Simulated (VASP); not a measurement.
# Se (P1) in VASP: single point with PBE

Aim: the single point of Se with PBE.

All numbers are computed with VASP 6.6.1; they aren't measurements. Logs are shortened: lines on timing, memory, paths and dates and some standing lists are left out, and cuts for length are marked.

## Step 1: The cell of the first run

The typed cell holds 16 atoms: a = 5.768 Å, b = 5.768 Å, c = 5.768 Å, α = 85.45°, β = 85.45°, γ = 85.45°.

## Step 2: Single point, PBE

File INCAR:

```
SYSTEM = Se
ALGO = Normal ; EDIFF = 1E-6
ENCUT = 520 ; GGA = PE
ISIF = 2 ; ISMEAR = -1
LASPH = .TRUE. ; LCHARG = .FALSE.
LREAL = Auto ; LWAVE = .FALSE.
NBANDS = 62 ; NELM = 80
PREC = Accurate ; SIGMA = 0.16
```

File KPOINTS:

```
k-points
0
G
  3 3 3
  0 0 0
```

File POSCAR:

```
Se
1.0
   -3.9131260000     -2.2592440000      3.5844910000
    3.9131260000     -2.2592440000      3.5844910000
    0.0000000000      4.5184890000      3.5844910000
Se
16
Direct
    0.0043236988      0.0034803832      0.0217398616
    0.4903723628     -0.0065960456      0.0022062114
   -0.0001488499      0.5259778325      0.0161726573
   -0.0054525630      0.0054083191      0.5280969019
    0.2484565298      0.2474087741      0.2491498182
    0.5361937804      0.4922902618      0.0128353530
    0.4863005575      0.0110794683      0.5226532230
    0.7513245430      0.2351387621      0.2758358609
    0.0239523743      0.5065588633      0.5153834236
    0.2458279853      0.7640837226      0.2755427681
    0.2475496799      0.2695525492      0.7609313885
    0.4964545799      0.5038399797      0.5371064270
    0.7578423263      0.7764208234      0.2664109209
    0.7464557199      0.2613448393      0.7619067716
    0.2531689784      0.7574716766      0.7696121062
    0.7418141634      0.7466696165      0.7582508332
```

Potentials or basis: VASP PAW PBE potentials, release 64 (Se).

Run with:

```bash
$ cat potpaw_PBE.64/Se/POTCAR > POTCAR
$ mpirun -np 1 vasp_std > vasp.out
```

OUTCAR:

```text
SYSTEM = Se
   EDIFF = 1E-6
   ENCUT = 520
   GGA = PE
   ISIF = 2
   ISMEAR = -1
   LASPH = .TRUE.
   LREAL = Auto
   NELM = 80
   PREC = Accurate

 ion  position               nearest neighbor table
   1  0.004  0.003  0.022-  13 2.33  10 2.38   8 2.39  15 2.42  11 2.50  14 2.51   5 2.57   3 2.76
                             2 2.79
   2  0.490  0.993  0.002-  16 2.40   5 2.41  10 2.42  13 2.46  11 2.46  14 2.49  15 2.53   7 2.76
                             8 2.79   1 2.79
   3  1.000  0.526  0.016-  15 2.37  16 2.41  13 2.41   5 2.46  11 2.46   8 2.60  10 2.67   6 2.70
                             1 2.76  14 2.77
   4  0.995  0.005  0.528-   8 2.36  14 2.39  10 2.41  16 2.42  15 2.43   5 2.51  13 2.61  11 2.69

   5  0.248  0.247  0.249-   2 2.41   7 2.44   9 2.45   3 2.46   4 2.51   6 2.51   1 2.57  10 2.78

   6  0.536  0.492  0.013-  14 2.26  16 2.32   8 2.39   5 2.51  15 2.57  10 2.67   3 2.70  13 2.73
                            11 2.75  12 2.77
   7  0.486  0.011  0.523-  15 2.38  11 2.39   8 2.39   5 2.44  16 2.44  13 2.47  10 2.63  14 2.69
                             2 2.76
   8  0.751  0.235  0.276-   4 2.36   6 2.39   7 2.39   1 2.39  12 2.55   3 2.60  13 2.65   2 2.79

   9  0.024  0.507  0.515-  11 2.29  10 2.33   5 2.45  16 2.47  14 2.50  13 2.54  15 2.63  12 2.74

  10  0.246  0.764  0.276-   9 2.33   1 2.38   4 2.41   2 2.42  12 2.50   7 2.63   3 2.67   6 2.67
                             5 2.78
  11  0.248  0.270  0.761-   9 2.29  12 2.30   7 2.39   2 2.46   3 2.46   1 2.50   4 2.69   6 2.75

  12  0.496  0.504  0.537-  11 2.30  14 2.32  15 2.37  10 2.50  16 2.54   8 2.55  13 2.61   9 2.74
                             6 2.77
  13  0.758  0.776  0.266-   1 2.33   3 2.41   2 2.46   7 2.47   9 2.54  12 2.61   4 2.61   8 2.65
                             6 2.73
  14  0.746  0.261  0.762-   6 2.26  12 2.32   4 2.39   2 2.49   9 2.50   1 2.51   7 2.69   3 2.77

  15  0.253  0.757  0.770-  12 2.37   3 2.37   7 2.38   1 2.42   4 2.43   2 2.53   6 2.57   9 2.63

  16  0.742  0.747  0.758-   6 2.32   2 2.40   3 2.41   4 2.42   7 2.44   9 2.47  12 2.54

  LATTYP: Found a trigonal (rhomboedric) cell.
 ALAT       =     5.7676090603
 COS(alpha) =     0.0793680789

  Lattice vectors:

 A1 = (  -3.9131260000,  -2.2592440000,   3.5844910000)
 A2 = (   3.9131260000,  -2.2592440000,   3.5844910000)
 A3 = (   0.0000000000,   4.5184890000,   3.5844910000)

Analysis of symmetry for initial positions (statically):
=====================================================================
 Subroutine PRICEL returns:
 Original cell was already a primitive cell.

 Routine SETGRP: Setting up the symmetry group for a
 trigonal (rhombohedral) supercell.

 Subroutine GETGRP returns: Found  1 space group operations
 (whereof  1 operations were pure point group operations)
 out of a pool of 12 trial point group operations.

The static configuration has the point symmetry C_1 .

Analysis of symmetry for dynamics (positions and initial velocities):
=====================================================================
 Subroutine PRICEL returns:
 Original cell was already a primitive cell.

 Routine SETGRP: Setting up the symmetry group for a
 trigonal (rhombohedral) supercell.

 Subroutine GETGRP returns: Found  1 space group operations
 (whereof  1 operations were pure point group operations)
 out of a pool of 12 trial point group operations.

The dynamic configuration has the point symmetry C_1 .

 Subroutine INISYM returns: Found  1 space group operations
 (whereof  1 operations are pure point group operations),
 and found     1 'primitive' translations

----------------------------------------------------------------------------------------

                                     Primitive cell

  volume of cell :     190.1366

  direct lattice vectors                    reciprocal lattice vectors
    -3.913126000 -2.259244000  3.584491000    -0.127775083 -0.073770979  0.092993219
     3.913126000 -2.259244000  3.584491000     0.127775083 -0.073770979  0.092993219
     0.000000000  4.518489000  3.584491000     0.000000000  0.147541958  0.092993199

  length of vectors
     5.767609060  5.767609060  5.767609433     0.174402890  0.174402890  0.174402880

  position of ions in fractional coordinates (direct lattice)
     0.004323699  0.003480383  0.021739862
     0.490372363  0.993403954  0.002206211
     0.999851150  0.525977832  0.016172657
     0.994547437  0.005408319  0.528096902
     0.248456530  0.247408774  0.249149818
     0.536193780  0.492290262  0.012835353
[... 8 lines left out ...]
     0.253168978  0.757471677  0.769612106
     0.741814163  0.746669617  0.758250833

  ion indices of the primitive-cell ions
   primitive index   ion index
                 1           1
                 2           2
                 3           3
                 4           4
                 5           5
                 6           6
[... 8 lines left out ...]
                15          15
                16          16

----------------------------------------------------------------------------------------

 KPOINTS: k-points

Automatic generation of k-mesh.
 Grid dimensions read from file:
 generate k-points for:    3    3    3

 Generating k-lattice:

  Cartesian coordinates                     Fractional coordinates (reciprocal lattice)
    -0.042591694 -0.024590326  0.030997740     0.333333333 -0.000000000  0.000000000
     0.042591694 -0.024590326  0.030997740    -0.000000000  0.333333333  0.000000000
     0.000000000  0.049180653  0.030997733     0.000000000  0.000000000  0.333333333

  Length of vectors
     0.058134297  0.058134297  0.058134293

  Shift w.r.t. Gamma in fractional coordinates (k-lattice)
     0.000000000  0.000000000  0.000000000

 Subroutine IBZKPT returns following result:
 ===========================================

 Found     14 irreducible k-points:

 Following reciprocal coordinates:
            Coordinates               Weight
  0.000000  0.000000  0.000000      1.000000
  0.333333  0.000000  0.000000      2.000000
  0.000000  0.333333  0.000000      2.000000
  0.000000  0.000000  0.333333      2.000000
  0.333333  0.333333  0.000000      2.000000
 -0.333333 -0.000000 -0.333333      2.000000
  0.000000  0.333333  0.333333      2.000000
 -0.333333  0.333333  0.000000      2.000000
  0.333333  0.000000 -0.333333      2.000000
 -0.000000 -0.333333  0.333333      2.000000
  0.333333  0.333333  0.333333      2.000000
 -0.333333  0.333333  0.333333      2.000000
  0.333333 -0.333333  0.333333      2.000000
  0.333333  0.333333 -0.333333      2.000000
   k-points           NKPTS =     14   k-points in BZ     NKDIM =     14   number of bands    NBANDS=     62
   number of dos      NEDOS =    301   number of ions     NIONS =     16
   total plane-waves  NPLWV = 110592
   dimension x,y,z NGX =    48 NGY =   48 NGZ =   48
   dimension x,y,z NGXF=    96 NGYF=   96 NGZF=   96
   ions per type =              16
   NGX,Y,Z   is equivalent  to a cutoff of  13.84, 13.84, 13.84 a.u.
   NGXF,Y,Z  is equivalent  to a cutoff of  27.67, 27.67, 27.67 a.u.
 SYSTEM =  Se
   PREC   = accura    normal or accurate (medium, high low for compatibility)
   ISTART =      0    job   : 0-new  1-cont  2-samecut
   ICHARG =      2    charge: 1-file 2-atom 10-const
   ISPIN  =      1    spin polarized calculation?
   LNONCOLLINEAR =      F non collinear calculations
   LSORBIT =      F    spin-orbit coupling
   LASPH  =      T    aspherical Exc in radial PAW
   ENCUT  =  520.0 eV  38.22 Ry    6.18 a.u.  10.72 10.72 10.72*2*pi/ulx,y,z
   NELM   =     80;   NELMIN=  2; NELMDL= -5     # of ELM steps
   EDIFF  = 0.1E-05   stopping-criterion for ELM
   LREAL  =      T    real-space projection
   EDIFFG = 0.1E-04   stopping-criterion for IOM
   NSW    =      0    number of steps for IOM
   IBRION =     -1    ionic relax: 0-MD 1-quasi-New 2-CG
   NFREE  =      0    steps in history (QN), initial steepest desc. (CG)
   ISIF   =      2    stress and relaxation
   ISYM   =      2    0-nonsym 1-usesym 2-fastsym
   POTIM  = 0.5000    time-step for ionic-motion
   TEBEG  =    0.0;   TEEND  =   0.0 temperature during run
   PSTRESS=    0.0 pullay stress
   NELECT =      96.0000    total number of electrons
   NUPDOWN=      -1.0000    fix difference up-down
   EMIN   =  10.00;   EMAX   =-10.00  energy-range for DOS
   EFERMI =   0.00;   METHOD = LEGACY
   ISMEAR =    -1;   SIGMA  =   0.16  broadening in eV -4-tet -1-fermi 0-gaus
   EFERMI_NEDOS =   21; number of points for ismear=-14 and -15
   IALGO  =     38    algorithm
   IMIX   =      4    mixing-type and parameters
     AMIX     =   0.40;   BMIX     =  1.00
     AMIX_MAG =   1.60;   BMIX_MAG =  1.00
  volume/ion in A,a.u.               =      11.88        80.19
  Fermi-wavevector in a.u.,A,eV,Ry     =   1.303597  2.463441 23.121262  1.699365
  Thomas-Fermi vector in A             =   2.434588
   LORBIT       =      0    0 simple, 1 ext, 2 COOP (PROOUT), +10 PAW based schemes
   GGA     = PE    functional components
   LHFCALC =     F    Hartree Fock is set to
   AEXX    =    0.0000 exact exchange contribution
   IVDW    =     0    specifies the selected vdW correction
   LEPSILON=     F    determine dielectric tensor
   LRPA    =     F    only Hartree local field effects (RPA)
 non-spin polarized calculation
  energy-cutoff  :      520.00
  volume of cell :      190.14
 maximum number of plane-waves:      5149
 NGX is ok and might be reduce to    48
   NGX = 21   NGY = 21   NGZ = 21

 number of electron      96.0000002 magnetization

 Free energy of the ion-electron system (eV)
  ---------------------------------------------------
  ext. energy  EPLUGINS =         0.00000000
  ---------------------------------------------------
  free energy    TOTEN  =       -11.14096376 eV

  energy without entropy =      -10.57520748  energy(sigma->0) =      -10.85808562

 E-fermi :  13.9889     XC(G=0): -13.1822

 val. band max:       13.9820478587   @ k =   0.3333  -0.3333   0.3333
 cond. band min:      13.9970331734   @ k =   0.0000   0.0000   0.0000
 fundamental gap:      0.0149853148
 Fermi energy:        13.9889466983

 k-point     1 :       0.0000    0.0000    0.0000
  band No.  band energies     occupation
      1      -9.0742      2.00000
      2      -5.3000      2.00000
      3      -4.8987      2.00000
      4      -4.6695      2.00000
      5      -4.4856      2.00000
      6      -4.3706      2.00000
[... 52 lines left out ...]
     59      18.1026      0.00000
     60      18.1174      0.00000

 k-point     2 :       0.3333    0.0000    0.0000
  band No.  band energies     occupation
      1      -8.5818      2.00000
      2      -7.1139      2.00000
      3      -4.7765      2.00000
      4      -4.1735      2.00000
      5      -4.1035      2.00000
      6      -3.6488      2.00000
[... 52 lines left out ...]
     59      16.9630      0.00000
     60      17.1078      0.00000

 k-point     3 :       0.0000    0.3333    0.0000
  band No.  band energies     occupation
      1      -8.5831      2.00000
      2      -7.1102      2.00000
      3      -4.7400      2.00000
      4      -4.3198      2.00000
      5      -4.0733      2.00000
      6      -3.6049      2.00000
[... 629 lines left out ...]
      6      -4.5047      2.00000
[... 52 lines left out ...]
     59      17.7052      0.00000
     60      17.9441      0.00000

 k-point    14 :       0.3333    0.3333   -0.3333
  band No.  band energies     occupation
      1      -7.5738      2.00000
      2      -6.5572      2.00000
      3      -6.1254      2.00000
      4      -5.9244      2.00000
      5      -5.2733      2.00000
      6      -4.3147      2.00000
[... 52 lines left out ...]
     59      17.6454      0.00000
     60      17.9398      0.00000
 [bands above 60 left out]

------------------------ aborting loop because EDIFF is reached ----------------------------------------

  FORCE on cell =-STRESS in cart. coord.  units (eV):
  Direction    XX          YY          ZZ          XY          YZ          ZX
  --------------------------------------------------------------------------------------
  -------------------------------------------------------------------------------------
  Total      166.2177755    166.5115815    155.1843105      0.4456836     -0.5780434      0.4011219
  in kB     1400.6262770   1403.1020192   1307.6533025      3.7555318     -4.8708556      3.3800346
  external PRESSURE =    1370.4605329 kB  Pullay stress =       0.0000000 kB

 VOLUME and BASIS-vectors are now :
 -----------------------------------------------------------------------------
  energy-cutoff  :      520.00
  volume of cell :      190.14
      direct lattice vectors                 reciprocal lattice vectors
    -3.913126000 -2.259244000  3.584491000    -0.127775083 -0.073770979  0.092993219
     3.913126000 -2.259244000  3.584491000     0.127775083 -0.073770979  0.092993219
     0.000000000  4.518489000  3.584491000     0.000000000  0.147541958  0.092993199

 POSITION                                       TOTAL-FORCE (eV/Angst)
 -----------------------------------------------------------------------------------
     -0.00330      0.08060      0.10590         1.154678     -1.859807     -0.684910
      1.96843     -3.34224      5.32649        -0.436099      0.061278      1.378270
     -1.85433     -3.37414      5.52729        -1.465866      1.459643     -0.096402
     -3.87063      0.12706      5.47729         0.094261      0.252576      0.786562
     -0.00410      0.00550      2.67050         0.807140     -0.652243      1.277837
     -0.17180     -2.26560      3.73260         2.593622      3.355883      0.752625
[... 8 lines left out ...]
      1.97340      1.19420      6.38130         0.242931      0.573636      0.126909
      0.01900      0.06330      8.05340         0.061241     -1.453038      1.185313
 -----------------------------------------------------------------------------------
    total drift:                                0.009430     -0.009132     -0.003923

  FREE ENERGIE OF THE ION-ELECTRON SYSTEM (eV)
  ---------------------------------------------------
  free  energy   TOTEN  =       -11.1409637635 eV

  energy  without entropy=      -10.5752074754  energy(sigma->0) =      -10.85808562
```

It took 4 min on 1 thread of AMD EPYC 7R13 (Zen 3), shared host; peak memory 0.34 GiB.

What came out:

| Quantity | Value |
| --- | --- |
| Free energy | -11.1410 eV |
| Pressure | 137.0 GPa |
| Largest force | 4.308 eV/Å |
| Band gap on the k mesh | zero (band 48 reaches 14.37 eV, above the bottom of band 49 at 13.55 eV) |

Forces on the atoms (eV/Å):
```
Se   1.155 -1.860 -0.685
Se  -0.436  0.061  1.378
Se  -1.466  1.460 -0.096
Se   0.094  0.253  0.787
Se   0.807 -0.652  1.278
Se   2.594  3.356  0.753
Se  -0.474 -0.596 -0.425
Se   1.840 -1.277  1.072
Se   1.264  0.238 -2.108
Se  -2.243 -0.888 -0.259
Se  -0.210  2.361 -0.128
Se  -0.560 -4.038 -1.172
Se  -0.336  2.352 -1.869
Se  -2.332  0.112  0.163
Se   0.243  0.574  0.127
Se   0.061 -1.453  1.185
```

Levels at points of the mesh, in eV from the Fermi level:
| k point | band 44 | band 45 | band 46 | band 47 | band 48 | band 49 | band 50 | band 51 | band 52 | band 53 |
| --- | --- | --- | --- | --- | --- | --- | --- | --- | --- | --- |
| (0.00, 0.00, 0.00) | -1.50 | -1.29 | -1.25 | -0.44 | -0.28 | -0.21 | -0.11 | -0.09 | 0.01 | 0.90 |

Caveat: the k points lie up to 0.37 Å⁻¹ apart; forces of over 1 eV/Å act on the atoms, so gaps and moduli don't describe the material at rest.
